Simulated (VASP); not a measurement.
# SnSe in VASP: a series of runs

Runs on SnSe. Level: LDA. Tasks: single point, relaxation of cell and atoms.

Everything below comes from runs of VASP 6.6.1. Logs are shortened: lines on timing, memory, paths and dates and some standing lists are left out, and cuts for length are marked.

**1. The cell of the first run**

The cell holds a slab with vacuum, 4 atoms: a = 4.190 Å, b = 4.190 Å, c = 10.980 Å, α = 90.00°, β = 90.00°, γ = 90.00°.

**2. Single point, LDA**

File INCAR:

```
PREC     = Accurate       # precision mode
ENCUT    = 520            # plane-wave cutoff, eV
EDIFF    = 1E-7           # SCF threshold, eV
ISMEAR   = 0              # smearing method
SIGMA    = 0.01           # smearing width, eV
LREAL    = F              # projectors in reciprocal space
LASPH    = T              # aspherical terms in the spheres
NELM     = 60             # most SCF steps
ALGO     = Normal         # electronic algorithm
ISIF     = 2              # what is computed and relaxed
LWAVE    = F              # write WAVECAR
LCHARG   = F              # write CHGCAR
GGA      = CA             # functional
NBANDS   = 28             # bands
```

File KPOINTS:

```
regular mesh
0
Gamma
  6 6 2
```

File POSCAR:

```
SnSe
1.0
    4.1898915035      0.0000000000      0.0000000000
    0.0000000000      4.1898915035      0.0000000000
    0.0000000000      0.0000000000     10.9796547275
Sn Se
2 2
Direct
    0.5000000000      0.0000000000      0.3781626120
    0.0000000000      0.5000000000      0.6218373880
    0.5000000000      0.0000000000      0.6217778227
    0.0000000000      0.5000000000      0.3782221773
```

Potentials or basis: VASP PAW LDA potentials, release 64 (Sn_d, Se).

Command:

```sh
$ cat potpaw_LDA.64/Sn_d/POTCAR potpaw_LDA.64/Se/POTCAR > POTCAR
$ mpirun -np 1 vasp_std > vasp.out
```

OUTCAR:

```text
PREC = Accurate
   ENCUT = 520
   EDIFF = 1E-7
   ISMEAR = 0
   LREAL = F
   LASPH = T
   NELM = 60
   ISIF = 2
   GGA = CA

 ion  position               nearest neighbor table
   1  0.500  0.000  0.378-   3 2.67   4 2.96   4 2.96   4 2.96   4 2.96
   2  0.000  0.500  0.622-   4 2.67   3 2.96   3 2.96   3 2.96   3 2.96
   3  0.500  0.000  0.622-   1 2.67   2 2.96   2 2.96   2 2.96   2 2.96
   4  0.000  0.500  0.378-   2 2.67   1 2.96   1 2.96   1 2.96   1 2.96

  LATTYP: Found a simple tetragonal cell.
 ALAT       =     4.1898915035
 C/A-ratio  =     2.6205105116

  Lattice vectors:

 A1 = (   4.1898915035,   0.0000000000,   0.0000000000)
 A2 = (   0.0000000000,   4.1898915035,   0.0000000000)
 A3 = (   0.0000000000,   0.0000000000,  10.9796547275)

Analysis of symmetry for initial positions (statically):
=====================================================================
 Subroutine PRICEL returns:
 Original cell was already a primitive cell.

 Routine SETGRP: Setting up the symmetry group for a
 simple tetragonal supercell.

 Subroutine GETGRP returns: Found 16 space group operations
 (whereof  8 operations were pure point group operations)
 out of a pool of 16 trial point group operations.

The static configuration has the point symmetry D_2d.
 The point group associated with its full space group is D_4h.

Analysis of symmetry for dynamics (positions and initial velocities):
=====================================================================
 Subroutine PRICEL returns:
 Original cell was already a primitive cell.

 Routine SETGRP: Setting up the symmetry group for a
 simple tetragonal supercell.

 Subroutine GETGRP returns: Found 16 space group operations
 (whereof  8 operations were pure point group operations)
 out of a pool of 16 trial point group operations.

The dynamic configuration has the point symmetry D_2d.
 The point group associated with its full space group is D_4h.

 Subroutine INISYM returns: Found 16 space group operations
 (whereof  8 operations are pure point group operations),
 and found     1 'primitive' translations

----------------------------------------------------------------------------------------

                                     Primitive cell

  volume of cell :     192.7499

  direct lattice vectors                    reciprocal lattice vectors
     4.189891504  0.000000000  0.000000000     0.238669665  0.000000000  0.000000000
     0.000000000  4.189891504  0.000000000     0.000000000  0.238669665  0.000000000
     0.000000000  0.000000000 10.979654727     0.000000000  0.000000000  0.091077545

  length of vectors
     4.189891504  4.189891504 10.979654727     0.238669665  0.238669665  0.091077545

  position of ions in fractional coordinates (direct lattice)
     0.500000000  0.000000000  0.378162612
     0.000000000  0.500000000  0.621837388
     0.500000000  0.000000000  0.621777823
     0.000000000  0.500000000  0.378222177

  ion indices of the primitive-cell ions
   primitive index   ion index
                 1           1
                 2           2
                 3           3
                 4           4

----------------------------------------------------------------------------------------

 KPOINTS: regular mesh

Automatic generation of k-mesh.
 Grid dimensions read from file:
 generate k-points for:    6    6    2

 Generating k-lattice:

  Cartesian coordinates                     Fractional coordinates (reciprocal lattice)
     0.039778277  0.000000000  0.000000000     0.166666667  0.000000000  0.000000000
     0.000000000  0.039778277  0.000000000     0.000000000  0.166666667  0.000000000
     0.000000000  0.000000000  0.045538773     0.000000000  0.000000000  0.500000000

  Length of vectors
     0.039778277  0.039778277  0.045538773

  Shift w.r.t. Gamma in fractional coordinates (k-lattice)
     0.000000000  0.000000000  0.000000000

 Subroutine IBZKPT returns following result:
 ===========================================

 Found     20 irreducible k-points:

 Following reciprocal coordinates:
            Coordinates               Weight
  0.000000  0.000000  0.000000      1.000000
  0.166667  0.000000  0.000000      4.000000
  0.333333  0.000000  0.000000      4.000000
  0.500000  0.000000  0.000000      2.000000
  0.166667  0.166667  0.000000      4.000000
  0.333333  0.166667  0.000000      8.000000
[... 12 lines left out ...]
  0.500000  0.333333  0.500000      4.000000
  0.500000  0.500000  0.500000      1.000000
   k-points           NKPTS =     20   k-points in BZ     NKDIM =     20   number of bands    NBANDS=     28
   number of dos      NEDOS =    301   number of ions     NIONS =      4
   total plane-waves  NPLWV =  86016
   dimension x,y,z NGX =    32 NGY =   32 NGZ =   84
   dimension x,y,z NGXF=    64 NGYF=   64 NGZF=  168
   ions per type =               2   2
   NGX,Y,Z   is equivalent  to a cutoff of  12.70, 12.70, 12.72 a.u.
   NGXF,Y,Z  is equivalent  to a cutoff of  25.39, 25.39, 25.44 a.u.
 SYSTEM =  unknown system
   PREC   = accura    normal or accurate (medium, high low for compatibility)
   ISTART =      0    job   : 0-new  1-cont  2-samecut
   ICHARG =      2    charge: 1-file 2-atom 10-const
   ISPIN  =      1    spin polarized calculation?
   LNONCOLLINEAR =      F non collinear calculations
   LSORBIT =      F    spin-orbit coupling
   LASPH  =      T    aspherical Exc in radial PAW
   ENCUT  =  520.0 eV  38.22 Ry    6.18 a.u.   7.79  7.79 20.41*2*pi/ulx,y,z
   NELM   =     60;   NELMIN=  2; NELMDL= -5     # of ELM steps
   EDIFF  = 0.1E-06   stopping-criterion for ELM
   LREAL  =      F    real-space projection
   EDIFFG = 0.1E-05   stopping-criterion for IOM
   NSW    =      0    number of steps for IOM
   IBRION =     -1    ionic relax: 0-MD 1-quasi-New 2-CG
   NFREE  =      0    steps in history (QN), initial steepest desc. (CG)
   ISIF   =      2    stress and relaxation
   ISYM   =      2    0-nonsym 1-usesym 2-fastsym
   POTIM  = 0.5000    time-step for ionic-motion
   TEBEG  =    0.0;   TEEND  =   0.0 temperature during run
   PSTRESS=    0.0 pullay stress
   NELECT =      40.0000    total number of electrons
   NUPDOWN=      -1.0000    fix difference up-down
   EMIN   =  10.00;   EMAX   =-10.00  energy-range for DOS
   EFERMI =   0.00;   METHOD = LEGACY
   ISMEAR =     0;   SIGMA  =   0.01  broadening in eV -4-tet -1-fermi 0-gaus
   EFERMI_NEDOS =   21; number of points for ismear=-14 and -15
   IALGO  =     38    algorithm
   IMIX   =      4    mixing-type and parameters
     AMIX     =   0.40;   BMIX     =  1.00
     AMIX_MAG =   1.60;   BMIX_MAG =  1.00
  volume/ion in A,a.u.               =      48.19       325.19
  Fermi-wavevector in a.u.,A,eV,Ry     =   0.969237  1.831593 12.781596  0.939421
  Thomas-Fermi vector in A             =   2.099273
   LORBIT       =      0    0 simple, 1 ext, 2 COOP (PROOUT), +10 PAW based schemes
   GGA     = CA    functional components
   LHFCALC =     F    Hartree Fock is set to
   AEXX    =    0.0000 exact exchange contribution
   IVDW    =     0    specifies the selected vdW correction
   LEPSILON=     F    determine dielectric tensor
   LRPA    =     F    only Hartree local field effects (RPA)
 non-spin polarized calculation
 Gauss-broadening in eV      SIGMA  =   0.01
  energy-cutoff  :      520.00
  volume of cell :      192.75
 maximum number of plane-waves:      5212
 NGX is ok and might be reduce to    32
   NGX = 15   NGY = 15   NGZ = 41

 number of electron      39.9999998 magnetization

 Free energy of the ion-electron system (eV)
  ---------------------------------------------------
  ext. energy  EPLUGINS =         0.00000000
  ---------------------------------------------------
  free energy    TOTEN  =       -18.49297090 eV

  energy without entropy =      -18.49297090  energy(sigma->0) =      -18.49297090

 E-fermi :   0.8805     XC(G=0):  -6.3481

 val. band max:        0.8282268871   @ k =   0.3333   0.0000   0.5000
 cond. band min:       2.2742242138   @ k =   0.3333   0.1667   0.5000
 fundamental gap:      1.4459973266
 Fermi energy:         0.8804716935

 k-point     1 :       0.0000    0.0000    0.0000
  band No.  band energies     occupation
      1     -20.2609      2.00000
      2     -20.2364      2.00000
      3     -20.2326      2.00000
      4     -20.2277      2.00000
      5     -20.2217      2.00000
      6     -20.2205      2.00000
[... 20 lines left out ...]
     27       6.3491      0.00000
     28       6.6014      0.00000

 k-point     2 :       0.1667    0.0000    0.0000
  band No.  band energies     occupation
      1     -20.2560      2.00000
      2     -20.2350      2.00000
      3     -20.2327      2.00000
      4     -20.2265      2.00000
      5     -20.2260      2.00000
      6     -20.2201      2.00000
[... 20 lines left out ...]
     27       5.9340      0.00000
     28       6.1897      0.00000

 k-point     3 :       0.3333    0.0000    0.0000
  band No.  band energies     occupation
      1     -20.2455      2.00000
      2     -20.2393      2.00000
      3     -20.2348      2.00000
      4     -20.2282      2.00000
      5     -20.2240      2.00000
      6     -20.2165      2.00000
[... 20 lines left out ...]
     27       5.6411      0.00000
     28       7.2746      0.00000

 k-point     4 :       0.5000    0.0000    0.0000
  band No.  band energies     occupation
      1     -20.2400      2.00000
      2     -20.2400      2.00000
      3     -20.2354      2.00000
      4     -20.2354      2.00000
      5     -20.2171      2.00000
      6     -20.2171      2.00000
[... 454 lines left out ...]
     27       6.8281      0.00000
     28       6.9089      0.00000

 k-point    19 :       0.5000    0.3333    0.5000
  band No.  band energies     occupation
      1     -20.2616      2.00000
      2     -20.2616      2.00000
      3     -20.2192      2.00000
      4     -20.2192      2.00000
      5     -20.2136      2.00000
      6     -20.2136      2.00000
[... 20 lines left out ...]
     27       6.6735      0.00000
     28       6.6735      0.00000

 k-point    20 :       0.5000    0.5000    0.5000
  band No.  band energies     occupation
      1     -20.2671      2.00000
      2     -20.2671      2.00000
      3     -20.2165      2.00000
      4     -20.2165      2.00000
      5     -20.2150      2.00000
      6     -20.2150      2.00000
[... 20 lines left out ...]
     27       7.4795      0.00000
     28       7.4795      0.00000

------------------------ aborting loop because EDIFF is reached ----------------------------------------

  FORCE on cell =-STRESS in cart. coord.  units (eV):
  Direction    XX          YY          ZZ          XY          YZ          ZX
  --------------------------------------------------------------------------------------
  -------------------------------------------------------------------------------------
  Total        0.0770849      0.0770849      0.1034843      0.0000000      0.0000000      0.0000000
  in kB        0.6407456      0.6407456      0.8601831      0.0000000      0.0000000      0.0000000
  external PRESSURE =       0.7138915 kB  Pullay stress =       0.0000000 kB

 VOLUME and BASIS-vectors are now :
 -----------------------------------------------------------------------------
  energy-cutoff  :      520.00
  volume of cell :      192.75
      direct lattice vectors                 reciprocal lattice vectors
     4.189891504  0.000000000  0.000000000     0.238669665  0.000000000  0.000000000
     0.000000000  4.189891504  0.000000000     0.000000000  0.238669665  0.000000000
     0.000000000  0.000000000 10.979654727     0.000000000  0.000000000  0.091077545

 POSITION                                       TOTAL-FORCE (eV/Angst)
 -----------------------------------------------------------------------------------
      2.09495      0.00000      4.15209         0.000000      0.000000     -0.025841
      0.00000      2.09495      6.82756        -0.000000      0.000000      0.025841
      2.09495      0.00000      6.82691         0.000000      0.000000      0.023711
      0.00000      2.09495      4.15275        -0.000000      0.000000     -0.023711
 -----------------------------------------------------------------------------------
    total drift:                                0.000000      0.000000      0.000000

  FREE ENERGIE OF THE ION-ELECTRON SYSTEM (eV)
  ---------------------------------------------------
  free  energy   TOTEN  =       -18.4929708987 eV

  energy  without entropy=      -18.4929708987  energy(sigma->0) =      -18.49297090
```

It took 70 s on 1 thread of Intel Xeon Platinum 8488C (Sapphire Rapids), shared host; peak memory 0.28 GiB.

What came out:

```yaml
Free_energy: -18.4930 eV
Largest_force: 0.026 eV/Å
Band_gap_on_the_k_mesh: 1.45 eV, indirect (least direct gap 1.50 eV)
```

Forces in eV/Å, atoms in the order of the input:
```
Sn   0.000  0.000 -0.026
Sn   0.000  0.000  0.026
Se   0.000  0.000  0.024
Se   0.000  0.000 -0.024
```

Caveat: spin-orbit coupling is left out, which moves the levels of the heavy elements.

**3. Relaxation of cell and atoms, LDA**

This run uses another cell than the first one, of 50.46 Å³/atom, 1.047 times its volume.

File INCAR:

```
ALGO = Normal
EDIFF = 1E-7
EDIFFG = -0.01
ENCUT = 600
IBRION = 2
ISIF = 3
ISMEAR = 0
LASPH = True
LCHARG = False
LREAL = False
LWAVE = False
NELM = 80
NSW = 80
PREC = Accurate
SIGMA = 0.01
```

File KPOINTS:

```
k-points
0
Gamma
  6 6 2
```

File POSCAR:

```
SnSe
1.0
    4.2853270000      0.0000000000      0.0000000000
    0.0000000000      4.2853270000      0.0000000000
    0.0000000000      0.0000000000     10.9906920000
Sn Se
2 2
Direct
    0.5000000000      0.0000000000      0.3722290000
    0.0000000000      0.5000000000      0.6277710000
    0.5000000000      0.0000000000      0.6160390000
    0.0000000000      0.5000000000      0.3839610000
```

Potentials or basis: VASP PAW LDA potentials, release 64 (Sn_d, Se).

Command:

```sh
$ cat potpaw_LDA.64/Sn_d/POTCAR potpaw_LDA.64/Se/POTCAR > POTCAR
$ mpirun -np 1 vasp_std > vasp.out
```

Run time: 14 min. Hardware: 1 thread of Intel Xeon Platinum 8488C (Sapphire Rapids), shared host; peak memory 0.33 GiB.

The run converged. Its results:

```yaml
Free_energy: -18.4936 eV
Relaxed_cell: a = 4.193 Å, b = 4.193 Å, c = 10.964 Å, α = 90.00°, β = 90.00°, γ = 90.00°
Space_group_after_relaxing_to_0.05_Å: P4/nmm (No. 129)
Energy_gained_by_relaxing: 15.4 meV/atom
Ionic_steps: 16
Band_gap_on_the_k_mesh: 1.45 eV, indirect (least direct gap 1.51 eV)
```

The path:
| step | energy change (eV) | largest force (eV/Å) | pressure (GPa) | volume (Å³) |
| --- | --- | --- | --- | --- |
| 1 | 0.0000 | 0.2199 | -1.34 | 201.83 |
| 2 | -0.0461 | 0.2327 | 0.57 | 189.75 |
| 3 | -0.0505 | 0.1735 | 0.09 | 192.38 |
| 4 | -0.0537 | 0.0752 | 0.01 | 192.47 |
| 5 | -0.0537 | 0.0680 | 0.02 | 192.46 |
| 6 | -0.0545 | 0.0686 | -0.01 | 192.60 |
| 7 | -0.0566 | 0.0692 | -0.06 | 193.00 |
| 8 | -0.0591 | 0.0662 | -0.19 | 193.80 |
| 9 | -0.0568 | 0.0768 | -0.44 | 195.42 |
| 10 | -0.0595 | 0.0636 | -0.25 | 194.23 |
| 11 | -0.0600 | 0.0526 | -0.22 | 194.04 |
| 12 | -0.0610 | 0.0197 | -0.12 | 193.46 |
| 13 | -0.0612 | 0.0469 | 0.09 | 192.32 |
| 14 | -0.0614 | 0.0185 | 0.00 | 192.82 |
| 15 | -0.0615 | 0.0133 | -0.01 | 192.80 |
| 16 | -0.0615 | 0.0009 | 0.00 | 192.72 |

Final structure:
```xyz
4
Lattice="4.1926 0.0000 0.0000 0.0000 4.1926 0.0000 0.0000 0.0000 10.9636" Properties=species:S:1:pos:R:3 pbc="T T T"
Sn    2.0963    0.0000    4.1420
Sn    0.0000    2.0963    6.8216
Se    2.0963    0.0000    6.8212
Se    0.0000    2.0963    4.1424
```

Levels at points of the mesh, in eV from the valence-band top:
```
           k point  band 18  band 19  band 20  band 21  band 22  band 23
(0.00, 0.00, 0.00)    -1.97    -1.97    -0.56     1.61     3.58     3.75
(0.50, 0.00, 0.00)    -1.64    -0.09    -0.09     1.49     1.49     1.97
(0.50, 0.50, 0.00)    -3.63    -1.82    -1.82     3.56     3.56     4.47
(0.00, 0.00, 0.50)    -1.97    -1.97    -0.57     1.47     3.58     4.72
(0.50, 0.00, 0.50)    -1.64    -0.09    -0.09     1.49     1.49     1.97
(0.50, 0.50, 0.50)    -3.63    -1.82    -1.82     3.53     3.53     4.51
```

Caveat: spin-orbit coupling is left out, which moves the levels of the heavy elements.
